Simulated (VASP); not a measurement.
# ScGa5S (P222) in VASP: relaxation of cell and atoms with PBE

Aim: the relaxation of cell and atoms of ScGa5S with PBE.

Everything below comes from runs of VASP 6.6.1. Logs are shortened: lines on timing, memory, paths and dates and some standing lists are left out, and cuts for length are marked.

### Step 1. The cell of the first run

Symmetry: P222, No. 16, orthorhombic system. Conventional cell: a = 4.392 Å, b = 4.576 Å, c = 6.644 Å, α = 90.00°, β = 90.00°, γ = 90.00°. Within 3.0 Å of Sc (site symmetry 222) lie 2 S at 2.29 Å and 4 Ga at 2.39 Å. Within 2.5 Å of Ga (site symmetry 1) lie 1 Ga at 1.91 Å and 1 Sc at 2.39 Å. Ga (site symmetry 222) has 8 Ga at 2.91 to 3.59 Å and 2 S at 3.32 Å within 3.8 Å. Within 3.0 Å of S (site symmetry 222) lie 2 Sc at 2.29 Å and 4 Ga at 2.68 Å.

The cell was built from a structure type or drawn by symmetry, and may not be a known phase.

### Step 2. Relaxation of cell and atoms, PBE

INCAR reads:

```
PREC = Accurate
ENCUT = 600
EDIFF = 1E-6
ISMEAR = 0
SIGMA = 0.2
LREAL = F
LASPH = T
NELM = 100
ALGO = Normal
ISIF = 3
LWAVE = F
LCHARG = F
GGA = PE
IBRION = 2
NSW = 36
EDIFFG = -0.08
```

KPOINTS reads:

```
Automatic mesh
0
Gamma
  4 4 3
```

POSCAR reads:

```
ScGa5S
1.0
    4.3922199100      0.0000000000      0.0000000000
    0.0000000000      4.5757946400      0.0000000000
    0.0000000000      0.0000000000      6.6443756900
Sc Ga S
1 5 1
Direct
    0.0000000000      0.0000000000      0.5000000000
    0.6139306100      0.8219175800      0.2788557500
    0.3860693900      0.8219175800      0.7211442500
    0.3860693900      0.1780824200      0.2788557500
    0.6139306100      0.1780824200      0.7211442500
    0.0000000000      0.5000000000      0.0000000000
    0.0000000000      0.5000000000      0.5000000000
```

Potentials or basis: VASP PAW PBE potentials, release 64 (Sc_sv, Ga_d, S).

Run with:

```sh
> cat potpaw_PBE.64/Sc_sv/POTCAR potpaw_PBE.64/Ga_d/POTCAR potpaw_PBE.64/S/POTCAR > POTCAR
> mpirun -np 1 vasp_std > vasp.out
```

OUTCAR:

```text
PREC = Accurate
   ENCUT = 600
   EDIFF = 1E-6
   ISMEAR = 0
   LREAL = F
   LASPH = T
   NELM = 100
   ISIF = 3
   GGA = PE
   IBRION = 2
   NSW = 36
   EDIFFG = -0.08

 ion  position               nearest neighbor table
   1  0.000  0.000  0.500-   7 2.29   7 2.29   4 2.39   5 2.39   2 2.39   3 2.39
   2  0.614  0.822  0.279-   4 1.91   1 2.39   7 2.68   6 2.91
   3  0.386  0.822  0.721-   5 1.91   1 2.39   7 2.68   6 2.91
   4  0.386  0.178  0.279-   2 1.91   1 2.39   7 2.68   6 2.91
   5  0.614  0.178  0.721-   3 1.91   1 2.39   7 2.68   6 2.91
   6  0.000  0.500  0.000-   2 2.91   3 2.91   4 2.91   5 2.91
   7  0.000  0.500  0.500-   1 2.29   1 2.29   3 2.68   4 2.68   5 2.68   2 2.68

  LATTYP: Found a simple orthorhombic cell.
 ALAT       =     4.3922199100
 B/A-ratio  =     1.0417954323
 C/A-ratio  =     1.5127602502

  Lattice vectors:

 A1 = (   4.3922199100,   0.0000000000,   0.0000000000)
 A2 = (   0.0000000000,   4.5757946400,   0.0000000000)
 A3 = (   0.0000000000,   0.0000000000,   6.6443756900)

Analysis of symmetry for initial positions (statically):
=====================================================================
 Subroutine PRICEL returns:
 Original cell was already a primitive cell.

 Routine SETGRP: Setting up the symmetry group for a
 simple orthorhombic supercell.

 Subroutine GETGRP returns: Found  4 space group operations
 (whereof  4 operations were pure point group operations)
 out of a pool of  8 trial point group operations.

The static configuration has the point symmetry D_2 .

Analysis of symmetry for dynamics (positions and initial velocities):
=====================================================================
 Subroutine PRICEL returns:
 Original cell was already a primitive cell.

 Routine SETGRP: Setting up the symmetry group for a
 simple orthorhombic supercell.

 Subroutine GETGRP returns: Found  4 space group operations
 (whereof  4 operations were pure point group operations)
 out of a pool of  8 trial point group operations.

The dynamic configuration has the point symmetry D_2 .

 Subroutine INISYM returns: Found  4 space group operations
 (whereof  4 operations are pure point group operations),
 and found     1 'primitive' translations

----------------------------------------------------------------------------------------

                                     Primitive cell

  volume of cell :     133.5380

  direct lattice vectors                    reciprocal lattice vectors
     4.392219910  0.000000000  0.000000000     0.227675303  0.000000000  0.000000000
     0.000000000  4.575794640  0.000000000     0.000000000  0.218541276  0.000000000
     0.000000000  0.000000000  6.644375690     0.000000000  0.000000000  0.150503230

  length of vectors
     4.392219910  4.575794640  6.644375690     0.227675303  0.218541276  0.150503230

  position of ions in fractional coordinates (direct lattice)
     0.000000000  0.000000000  0.500000000
     0.613930610  0.821917580  0.278855750
     0.386069390  0.821917580  0.721144250
     0.386069390  0.178082420  0.278855750
     0.613930610  0.178082420  0.721144250
     0.000000000  0.500000000  0.000000000
     0.000000000  0.500000000  0.500000000

  ion indices of the primitive-cell ions
   primitive index   ion index
                 1           1
                 2           2
                 3           3
                 4           4
                 5           5
                 6           6
                 7           7

----------------------------------------------------------------------------------------

 KPOINTS: Automatic mesh

Automatic generation of k-mesh.
 Grid dimensions read from file:
 generate k-points for:    4    4    3

 Generating k-lattice:

  Cartesian coordinates                     Fractional coordinates (reciprocal lattice)
     0.056918826  0.000000000  0.000000000     0.250000000  0.000000000  0.000000000
     0.000000000  0.054635319  0.000000000     0.000000000  0.250000000  0.000000000
     0.000000000  0.000000000  0.050167743     0.000000000  0.000000000  0.333333333

  Length of vectors
     0.056918826  0.054635319  0.050167743

  Shift w.r.t. Gamma in fractional coordinates (k-lattice)
     0.000000000  0.000000000  0.000000000

 Subroutine IBZKPT returns following result:
 ===========================================

 Found     18 irreducible k-points:

 Following reciprocal coordinates:
            Coordinates               Weight
  0.000000  0.000000  0.000000      1.000000
  0.250000  0.000000  0.000000      2.000000
  0.500000  0.000000  0.000000      1.000000
  0.000000  0.250000  0.000000      2.000000
  0.250000  0.250000  0.000000      4.000000
  0.500000  0.250000  0.000000      2.000000
[... 10 lines left out ...]
  0.250000  0.500000  0.333333      4.000000
  0.500000  0.500000  0.333333      2.000000
   k-points           NKPTS =     18   k-points in BZ     NKDIM =     18   number of bands    NBANDS=     49
   number of dos      NEDOS =    301   number of ions     NIONS =      7
   total plane-waves  NPLWV =  77760
   dimension x,y,z NGX =    36 NGY =   40 NGZ =   54
   dimension x,y,z NGXF=    72 NGYF=   80 NGZF=  108
   ions per type =               1   5   1
   NGX,Y,Z   is equivalent  to a cutoff of  13.63, 14.53, 13.51 a.u.
   NGXF,Y,Z  is equivalent  to a cutoff of  27.25, 29.07, 27.02 a.u.
 SYSTEM =  unknown system
   PREC   = accura    normal or accurate (medium, high low for compatibility)
   ISTART =      0    job   : 0-new  1-cont  2-samecut
   ICHARG =      2    charge: 1-file 2-atom 10-const
   ISPIN  =      1    spin polarized calculation?
   LNONCOLLINEAR =      F non collinear calculations
   LSORBIT =      F    spin-orbit coupling
   LASPH  =      T    aspherical Exc in radial PAW
   ENCUT  =  600.0 eV  44.10 Ry    6.64 a.u.   8.77  9.14 13.27*2*pi/ulx,y,z
   NELM   =    100;   NELMIN=  2; NELMDL= -5     # of ELM steps
   EDIFF  = 0.1E-05   stopping-criterion for ELM
   LREAL  =      F    real-space projection
   EDIFFG = -.8E-01   stopping-criterion for IOM
   NSW    =     36    number of steps for IOM
   IBRION =      2    ionic relax: 0-MD 1-quasi-New 2-CG
   NFREE  =      1    steps in history (QN), initial steepest desc. (CG)
   ISIF   =      3    stress and relaxation
   ISYM   =      2    0-nonsym 1-usesym 2-fastsym
   POTIM  = 0.5000    time-step for ionic-motion
   TEBEG  =    0.0;   TEEND  =   0.0 temperature during run
   PSTRESS=    0.0 pullay stress
   NELECT =      82.0000    total number of electrons
   NUPDOWN=      -1.0000    fix difference up-down
   EMIN   =  10.00;   EMAX   =-10.00  energy-range for DOS
   EFERMI =   0.00;   METHOD = LEGACY
   ISMEAR =     0;   SIGMA  =   0.20  broadening in eV -4-tet -1-fermi 0-gaus
   EFERMI_NEDOS =   21; number of points for ismear=-14 and -15
   IALGO  =     38    algorithm
   IMIX   =      4    mixing-type and parameters
     AMIX     =   0.40;   BMIX     =  1.00
     AMIX_MAG =   1.60;   BMIX_MAG =  1.00
  volume/ion in A,a.u.               =      19.08       128.74
  Fermi-wavevector in a.u.,A,eV,Ry     =   1.391483  2.629521 26.343933  1.936224
  Thomas-Fermi vector in A             =   2.515318
   LORBIT       =      0    0 simple, 1 ext, 2 COOP (PROOUT), +10 PAW based schemes
   GGA     = PE    functional components
   LHFCALC =     F    Hartree Fock is set to
   AEXX    =    0.0000 exact exchange contribution
   IVDW    =     0    specifies the selected vdW correction
   LEPSILON=     F    determine dielectric tensor
   LRPA    =     F    only Hartree local field effects (RPA)
 conjugate gradient relaxation of ions
 non-spin polarized calculation
 Gauss-broadening in eV      SIGMA  =   0.20
  energy-cutoff  :      600.00
  volume of cell :      133.54
 maximum number of plane-waves:      4508
 NGX is ok and might be reduce to    36
   NGX = 17   NGY = 19   NGZ = 27

--------------------------------------- Ionic step        1  -------------------------------------------

 number of electron      81.9999970 magnetization

 Free energy of the ion-electron system (eV)
  ---------------------------------------------------
  ext. energy  EPLUGINS =         0.00000000
  ---------------------------------------------------
  free energy    TOTEN  =       -18.31386690 eV

  energy without entropy =      -18.25347105  energy(sigma->0) =      -18.28366898

------------------------ aborting loop because EDIFF is reached ----------------------------------------

  FORCE on cell =-STRESS in cart. coord.  units (eV):
  Direction    XX          YY          ZZ          XY          YZ          ZX
  --------------------------------------------------------------------------------------
  -------------------------------------------------------------------------------------
  Total       24.0024293     38.1291545     10.2161604      0.0000000      0.0000000      0.0000000
  in kB      287.9791200    457.4703746    122.5726297      0.0000000      0.0000000      0.0000000
  external PRESSURE =     289.3407081 kB  Pullay stress =       0.0000000 kB
[... 104 lines left out ...]
  FREE ENERGIE OF THE ION-ELECTRON SYSTEM (eV)
  ---------------------------------------------------
  free  energy   TOTEN  =       -24.7550544104 eV

  energy  without entropy=      -24.6846736637  energy(sigma->0) =      -24.71986404

 E-fermi :   4.0093     XC(G=0):  -9.9000

 val. band max:        3.9791432947   @ k =   0.0000   0.0000   0.0000
 cond. band min:       4.0189030243   @ k =   0.0000   0.2500   0.3333
 fundamental gap:      0.0397597296
 Fermi energy:         4.0093325940

 k-point     1 :       0.0000    0.0000    0.0000
  band No.  band energies     occupation
      1     -45.8602      2.00000
      2     -24.5305      2.00000
      3     -24.5156      2.00000
      4     -24.5019      2.00000
      5     -10.9095      2.00000
      6     -10.9068      2.00000
[... 925 lines left out ...]
     48       7.3195      0.00000
     49       8.2835      0.00000

[... ionic steps 4 to 21 ...]

--------------------------------------- Ionic step       22  -------------------------------------------

 number of electron      81.9999986 magnetization

------------------------ aborting loop because EDIFF is reached ----------------------------------------

  FORCE on cell =-STRESS in cart. coord.  units (eV):
  Direction    XX          YY          ZZ          XY          YZ          ZX
  --------------------------------------------------------------------------------------
  -------------------------------------------------------------------------------------
  Total        0.2785700      1.4390934     -0.2536625      0.0000000      0.0000000      0.0000000
  in kB        3.1397433     16.2199211     -2.8590120      0.0000000      0.0000000      0.0000000
  external PRESSURE =       5.5002175 kB  Pullay stress =       0.0000000 kB
[... 67 lines left out ...]
  energy  without entropy=      -25.9702122406  energy(sigma->0) =      -25.99622826

--------------------------------------- Ionic step       24  -------------------------------------------

 number of electron      81.9999994 magnetization

 Free energy of the ion-electron system (eV)
  ---------------------------------------------------
  ext. energy  EPLUGINS =         0.00000000
  ---------------------------------------------------
  free energy    TOTEN  =       -26.03040138 eV

  energy without entropy =      -25.97815011  energy(sigma->0) =      -26.00427575

 E-fermi :   4.9010     XC(G=0): -10.3978

 val. band max:        4.8814043616   @ k =   0.0000   0.5000   0.3333
 cond. band min:       4.9475495347   @ k =   0.5000   0.0000   0.0000
 fundamental gap:      0.0661451731
 Fermi energy:         4.9010104133

 k-point     1 :       0.0000    0.0000    0.0000
  band No.  band energies     occupation
      1     -45.0430      2.00000
      2     -23.7042      2.00000
      3     -23.6903      2.00000
      4     -23.6639      2.00000
      5     -10.3873      2.00000
      6     -10.3551      2.00000
[... 959 lines left out ...]
  FREE ENERGIE OF THE ION-ELECTRON SYSTEM (eV)
  ---------------------------------------------------
  free  energy   TOTEN  =       -26.0304013791 eV

  energy  without entropy=      -25.9781501148  energy(sigma->0) =      -26.00427575

 reached required accuracy - stopping structural energy minimisation
```

Run time: 24 min. Hardware: 1 thread of Intel Xeon 6975P-C (Granite Rapids), shared host; peak memory 0.36 GiB.

What came out:

- Free energy: -26.0304 eV
- Relaxed volume: 20.43 Å³/atom
- Relaxed cell: a = 3.967 Å, b = 5.044 Å, c = 7.150 Å, α = 90.00°, β = 90.00°, γ = 90.00°
- Space group after relaxing (to 0.1 Å): P222 (No. 16)
- Energy gained by relaxing: 1102.4 meV/atom
- Ionic steps: 24
- Pressure after relaxing: 0.0 GPa
- Largest force after relaxing: 0.077 eV/Å
- Band gap on the k mesh: zero (bands 41 and 42 overlap by 1.57 eV)

Forces on the atoms (eV/Å):
```
Sc   0.000  0.000  0.000
Ga  -0.017  0.059  0.046
Ga   0.017  0.059 -0.046
Ga   0.017 -0.059  0.046
Ga  -0.017 -0.059 -0.046
Ga   0.000  0.000  0.000
S    0.000  0.000  0.000
```

Stress tensor (GPa, compression positive):
```
-0.21  0.00  0.00
 0.00  0.24  0.00
 0.00  0.00  0.01
```

The path:
```tsv
step	energy change (eV)	largest force (eV/Å)	pressure (GPa)	volume (Å³)
1	0.0000	10.6927	28.93	133.54
2	-5.5234	0.3447	-5.74	210.36
3	-6.4412	1.2836	-1.13	169.47
4	-6.4463	1.1776	-1.75	171.91
5	-6.4456	1.2272	-1.48	170.75
6	-6.8235	0.9667	-1.11	166.70
7	-7.0983	0.5284	0.79	159.84
8	-7.1017	0.5225	0.47	160.65
9	-7.1020	0.5193	0.58	160.42
10	-7.1779	0.4431	-0.35	161.84
11	-7.2491	0.4436	-2.18	165.37
12	-7.2987	0.4516	-2.04	163.55
13	-7.4327	0.4465	-1.31	158.15
14	-7.5440	0.3094	0.88	147.63
15	-7.5485	0.3514	0.16	150.22
16	-7.5504	0.3337	0.40	149.29
17	-7.5817	0.1059	0.19	149.09
18	-7.5935	0.1441	0.07	148.87
19	-7.6225	0.1523	-0.13	148.97
20	-7.6815	0.2568	-0.40	149.01
21	-7.6915	0.2533	-0.92	147.86
22	-7.6988	0.2477	0.55	142.15
23	-7.7084	0.0531	-0.20	144.54
24	-7.7165	0.0767	0.01	143.04
```

Final structure:
```
Sc Ga S
1.0
     3.96663    0.00000    0.00000
     0.00000    5.04361    0.00000
     0.00000    0.00000    7.14990
Sc Ga S
1 5 1
Direct
  0.00000 0.00000 0.50000
  0.55896 0.75688 0.20846
  0.44104 0.75688 0.79154
  0.44104 0.24312 0.20846
  0.55896 0.24312 0.79154
  0.00000 0.50000 0.00000
  0.00000 0.50000 0.50000
```

Levels at points of the mesh, in eV from the Fermi level:
| k point | band 39 | band 40 | band 41 | band 42 | band 43 | band 44 |
| --- | --- | --- | --- | --- | --- | --- |
| (0.00, 0.00, 0.00) | -1.90 | -0.97 | 0.05 | 0.34 | 0.36 | 0.82 |
| (0.50, 0.00, 0.00) | -1.18 | -0.70 | -0.16 | -0.10 | 0.05 | 0.07 |
| (0.00, 0.50, 0.00) | -1.66 | 0.46 | 0.62 | 1.01 | 1.67 | 2.09 |
| (0.50, 0.50, 0.00) | -2.56 | -1.35 | -0.83 | 0.73 | 1.64 | 1.69 |

Caveat: the relaxation stopped at a loose force limit of 0.08 eV/Å, so its end isn't a converged minimum.
